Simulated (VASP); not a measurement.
# N2 in VASP: a series of runs

The runs below take N2 through single point, relaxation of the atoms, with PBEsol.

Program: VASP 6.6.1. These are calculated values, not measurements. Logs are shortened: lines on timing, memory, paths and dates and some standing lists are left out, and cuts for length are marked.

**1. The cell of the first run**

The cell holds a molecule in a box, 2 atoms: a = 9.000 Å, b = 9.500 Å, c = 10.000 Å, α = 90.00°, β = 90.00°, γ = 90.00°.

**2. Single point, PBEsol**

Input file INCAR:

```
SYSTEM = N
ALGO = Normal
EDIFF = 1E-7
ENCUT = 520
GGA = PS
ISIF = 2
ISMEAR = 1
LASPH = .TRUE.
LCHARG = .FALSE.
LREAL = .FALSE.
LWAVE = .FALSE.
NBANDS = 12
NELM = 80
PREC = Accurate
SIGMA = 0.05
```

Input file KPOINTS:

```
k-points
0
G
  1 1 1
  0 0 0
```

Input file POSCAR:

```
N
1.0
    9.0000000000      0.0000000000      0.0000000000
    0.0000000000      9.5000000000      0.0000000000
    0.0000000000      0.0000000000     10.0000000000
N
2
Direct
    0.5000000000      0.5000000000      0.4448705290
    0.5000000000      0.5000000000      0.5551294710
```

Potentials or basis: VASP PAW PBE potentials, release 64 (N).

Run with:

```sh
$ cat potpaw_PBE.64/N/POTCAR > POTCAR
$ mpirun -np 1 vasp_gam > vasp.out
```

OUTCAR:

```text
SYSTEM = N
   EDIFF = 1E-7
   ENCUT = 520
   GGA = PS
   ISIF = 2
   ISMEAR = 1
   LASPH = .TRUE.
   LREAL = .FALSE.
   NELM = 80
   PREC = Accurate

 ion  position               nearest neighbor table
   1  0.500  0.500  0.445-   2 1.10
   2  0.500  0.500  0.555-   1 1.10

  LATTYP: Found a simple orthorhombic cell.
 ALAT       =     9.0000000000
 B/A-ratio  =     1.0555555556
 C/A-ratio  =     1.1111111111

  Lattice vectors:

 A1 = (   9.0000000000,   0.0000000000,   0.0000000000)
 A2 = (   0.0000000000,   9.5000000000,   0.0000000000)
 A3 = (   0.0000000000,   0.0000000000,  10.0000000000)

Analysis of symmetry for initial positions (statically):
=====================================================================
 Subroutine PRICEL returns:
 Original cell was already a primitive cell.

 Routine SETGRP: Setting up the symmetry group for a
 simple orthorhombic supercell.

 Subroutine GETGRP returns: Found  8 space group operations
 (whereof  8 operations were pure point group operations)
 out of a pool of  8 trial point group operations.

The static configuration has the point symmetry D_2h.

Analysis of symmetry for dynamics (positions and initial velocities):
=====================================================================
 Subroutine PRICEL returns:
 Original cell was already a primitive cell.

 Routine SETGRP: Setting up the symmetry group for a
 simple orthorhombic supercell.

 Subroutine GETGRP returns: Found  8 space group operations
 (whereof  8 operations were pure point group operations)
 out of a pool of  8 trial point group operations.

The dynamic configuration has the point symmetry D_2h.

 Subroutine INISYM returns: Found  8 space group operations
 (whereof  8 operations are pure point group operations),
 and found     1 'primitive' translations

----------------------------------------------------------------------------------------

                                     Primitive cell

  volume of cell :     855.0000

  direct lattice vectors                    reciprocal lattice vectors
     9.000000000  0.000000000  0.000000000     0.111111111  0.000000000  0.000000000
     0.000000000  9.500000000  0.000000000     0.000000000  0.105263158  0.000000000
     0.000000000  0.000000000 10.000000000     0.000000000  0.000000000  0.100000000

  length of vectors
[... 57 lines left out ...]
   NELM   =     80;   NELMIN=  2; NELMDL= -5     # of ELM steps
   EDIFF  = 0.1E-06   stopping-criterion for ELM
   LREAL  =      F    real-space projection
   EDIFFG = 0.1E-05   stopping-criterion for IOM
   NSW    =      0    number of steps for IOM
   IBRION =     -1    ionic relax: 0-MD 1-quasi-New 2-CG
   NFREE  =      0    steps in history (QN), initial steepest desc. (CG)
   ISIF   =      2    stress and relaxation
   ISYM   =      2    0-nonsym 1-usesym 2-fastsym
   POTIM  = 0.5000    time-step for ionic-motion
   TEBEG  =    0.0;   TEEND  =   0.0 temperature during run
   PSTRESS=    0.0 pullay stress
   NELECT =      10.0000    total number of electrons
   NUPDOWN=      -1.0000    fix difference up-down
   EMIN   =  10.00;   EMAX   =-10.00  energy-range for DOS
   EFERMI =   0.00;   METHOD = LEGACY
   ISMEAR =     1;   SIGMA  =   0.05  broadening in eV -4-tet -1-fermi 0-gaus
   EFERMI_NEDOS =   21; number of points for ismear=-14 and -15
   IALGO  =     38    algorithm
   IMIX   =      4    mixing-type and parameters
     AMIX     =   0.40;   BMIX     =  1.00
     AMIX_MAG =   1.60;   BMIX_MAG =  1.00
  volume/ion in A,a.u.               =     427.50      2884.91
  Fermi-wavevector in a.u.,A,eV,Ry     =   0.371609  0.702239  1.878872  0.138093
  Thomas-Fermi vector in A             =   1.299861
   LORBIT       =      0    0 simple, 1 ext, 2 COOP (PROOUT), +10 PAW based schemes
   GGA     = PS    functional components
   LHFCALC =     F    Hartree Fock is set to
   AEXX    =    0.0000 exact exchange contribution
   IVDW    =     0    specifies the selected vdW correction
   LEPSILON=     F    determine dielectric tensor
   LRPA    =     F    only Hartree local field effects (RPA)
 non-spin polarized calculation
 Methfessel and Paxton  Order N= 1 SIGMA  =   0.05
  energy-cutoff  :      520.00
  volume of cell :      855.00
 maximum number of plane-waves:     11510
 NGX is ok and might be reduce to    70
   NGX = 33   NGY = 35   NGZ = 37

 number of electron      10.0000000 magnetization

 Free energy of the ion-electron system (eV)
  ---------------------------------------------------
  ext. energy  EPLUGINS =         0.00000000
  ---------------------------------------------------
  free energy    TOTEN  =       -17.05202483 eV

  energy without entropy =      -17.05492378  energy(sigma->0) =      -17.05299114

 E-fermi :  -9.9449     XC(G=0):  -0.6781

 val. band max:       -9.9870331180   @ k =   0.0000   0.0000   0.0000
 cond. band min:      -1.8308410361   @ k =   0.0000   0.0000   0.0000
 fundamental gap:      8.1561920820
 Fermi energy:        -9.9449390072

 k-point     1 :       0.0000    0.0000    0.0000
  band No.  band energies     occupation
      1     -28.1318      2.00000
      2     -13.2109      2.00000
      3     -11.4745      2.00000
      4     -11.4744      2.00000
      5      -9.9870      2.00000
      6      -1.8308      0.00000
      7      -1.8304      0.00000
      8      -0.1645      0.00000
      9       1.2265      0.00000
     10       1.3074      0.00000
     11       1.3098      0.00000
     12       1.4743      0.00000

------------------------ aborting loop because EDIFF is reached ----------------------------------------

  FORCE on cell =-STRESS in cart. coord.  units (eV):
  Direction    XX          YY          ZZ          XY          YZ          ZX
  --------------------------------------------------------------------------------------
  -------------------------------------------------------------------------------------
  Total       -0.0576042     -0.0558966      1.4932675     -0.0000000      0.0000000      0.0000000
  in kB       -0.1079441     -0.1047441      2.7982214     -0.0000000      0.0000000      0.0000000
  external PRESSURE =       0.8618444 kB  Pullay stress =       0.0000000 kB

 VOLUME and BASIS-vectors are now :
 -----------------------------------------------------------------------------
  energy-cutoff  :      520.00
  volume of cell :      855.00
      direct lattice vectors                 reciprocal lattice vectors
     9.000000000  0.000000000  0.000000000     0.111111111  0.000000000  0.000000000
     0.000000000  9.500000000  0.000000000     0.000000000  0.105263158  0.000000000
     0.000000000  0.000000000 10.000000000     0.000000000  0.000000000  0.100000000

 POSITION                                       TOTAL-FORCE (eV/Angst)
 -----------------------------------------------------------------------------------
      4.50000      4.75000      4.44871         0.000000      0.000000     -1.435306
      4.50000      4.75000      5.55129         0.000000      0.000000      1.435306
 -----------------------------------------------------------------------------------
    total drift:                                0.000000      0.000000      0.000000

  FREE ENERGIE OF THE ION-ELECTRON SYSTEM (eV)
  ---------------------------------------------------
  free  energy   TOTEN  =       -17.0520248254 eV

  energy  without entropy=      -17.0549237781  energy(sigma->0) =      -17.05299114
```

OSZICAR:

```text
N       E                     dE             d eps       ncg     rms          rms(c)
DAV:   1     0.115073212062E+03    0.11507E+03   -0.21637E+03    24   0.440E+02
DAV:   2     0.263457615396E+02   -0.88727E+02   -0.87929E+02    44   0.671E+01
DAV:   3    -0.144293670639E+02   -0.40775E+02   -0.40646E+02    32   0.797E+01
[... 14 lines left out ...]
DAV:  18    -0.170520241377E+02   -0.63107E-06   -0.89937E-08    28   0.112E-03    0.212E-04
DAV:  19    -0.170520244990E+02   -0.36121E-06   -0.33320E-08    24   0.709E-04    0.231E-04
DAV:  20    -0.170520246277E+02   -0.12879E-06   -0.22041E-09    24   0.219E-04    0.114E-04
DAV:  21    -0.170520247970E+02   -0.16929E-06   -0.38576E-09    32   0.306E-04    0.758E-05
DAV:  22    -0.170520248254E+02   -0.28368E-07   -0.43499E-10    24   0.109E-04
   1 F= -.17052025E+02 E0= -.17052991E+02  d E =0.289895E-02
```

stdout:

```text
POSCAR found type information on POSCAR N
 POSCAR found :  1 types and       2 ions
 scaLAPACK will be used
 -----------------------------------------------------------------------------
|                                                                             |
|                                                                             |
|     You enforced a specific xc type in the INCAR file but a different       |
|     I HOPE YOU KNOW WHAT YOU ARE DOING!                                     |
|                                                                             |
 -----------------------------------------------------------------------------

 LDA part: xc-table for (Slater+PW92), standard interpolation
 POSCAR, INCAR and KPOINTS ok, starting setup
 FFT: planning ... GRIDC
 FFT: planning ... GRID_SOFT
 FFT: planning ... GRID
 WAVECAR not read
 entering main loop
```

Wall time 82 s (1 thread of Intel Xeon 8259CL, shared host); peak memory 0.74 GiB.

Results:

| Property | Result |
| --- | --- |
| Free energy | -17.0520 eV |
| Largest force | 1.435 eV/Å |
| Gap between the frontier levels | 8.16 eV |

Forces on the atoms (eV/Å):
```
N    0.000  0.000 -1.435
N    0.000  0.000  1.435
```

Levels at points of the mesh, in eV from the valence-band top:
| k point | band 2 | band 3 | band 4 | band 5 | band 6 | band 7 | band 8 | band 9 |
| --- | --- | --- | --- | --- | --- | --- | --- | --- |
| (0.00, 0.00, 0.00) | -3.22 | -1.49 | -1.49 | 0.00 | 8.16 | 8.16 | 9.82 | 11.21 |

Caveat: the standard files for N, O and F lose accuracy on very short bonds; the PAW data sets were made with another functional, which shifts forces and pressure a little.

**3. Relaxation of the atoms, PBEsol**

Input file INCAR:

```
ALGO = Normal
EDIFF = 1E-6
EDIFFG = -0.01
ENCUT = 520
GGA = PS
IBRION = 2
ISIF = 2
ISMEAR = 1
LASPH = True
LCHARG = False
LREAL = False
LWAVE = False
NELM = 80
NSW = 80
PREC = Accurate
SIGMA = 0.05
```

Input file KPOINTS:

```
k-points
0
Gamma
  1 1 1
```

Input file POSCAR:

```
N
1.0
    9.0000000000      0.0000000000      0.0000000000
    0.0000000000      9.5000000000      0.0000000000
    0.0000000000      0.0000000000     10.0000000000
N
2
Direct
    0.5000000000      0.5000000000      0.4445000000
    0.5000000000      0.5000000000      0.5555000000
```

Potentials or basis: VASP PAW PBE potentials, release 64 (N).

Run with:

```sh
$ cat potpaw_PBE.64/N/POTCAR > POTCAR
$ mpirun -np 1 vasp_gam > vasp.out
```

It took 2.7 min on 1 thread of Intel Xeon 8259CL, shared host; peak memory 0.78 GiB.

Results (log left out):

```yaml
Free_energy: -17.0585 eV
Energy_gained_by_relaxing: 0.1 meV/atom
Ionic_steps: 3
Gap_between_the_frontier_levels: 8.05 eV
```

The path:
```csv
step,energy change (eV),largest force (eV/Å),pressure (GPa)
1,0.0000,0.2543,0.01
2,0.0376,3.2048,-0.24
3,-0.0002,0.0004,-0.01
```

Final structure:
```cif
data_structure
_symmetry_space_group_name_H-M 'P 1'
_symmetry_Int_Tables_number 1
_cell_length_a 9.0000
_cell_length_b 9.5000
_cell_length_c 10.0000
_cell_angle_alpha 90.000
_cell_angle_beta 90.000
_cell_angle_gamma 90.000
_cell_volume 855.00
loop_
_atom_site_label
_atom_site_type_symbol
_atom_site_fract_x
_atom_site_fract_y
_atom_site_fract_z
_atom_site_occupancy
N1 N 0.50000 0.50000 0.44442 1
N2 N 0.50000 0.50000 0.55558 1
```

Levels at points of the mesh, in eV from the valence-band top:
| k point | band 2 | band 3 | band 4 | band 5 | band 6 | band 7 | band 8 | band 9 |
| --- | --- | --- | --- | --- | --- | --- | --- | --- |
| (0.00, 0.00, 0.00) | -3.29 | -1.42 | -1.42 | 0.00 | 8.05 | 8.05 | 9.82 | 11.21 |

Caveat: the standard files for N, O and F lose accuracy on very short bonds; the PAW data sets were made with another functional, which shifts forces and pressure a little.
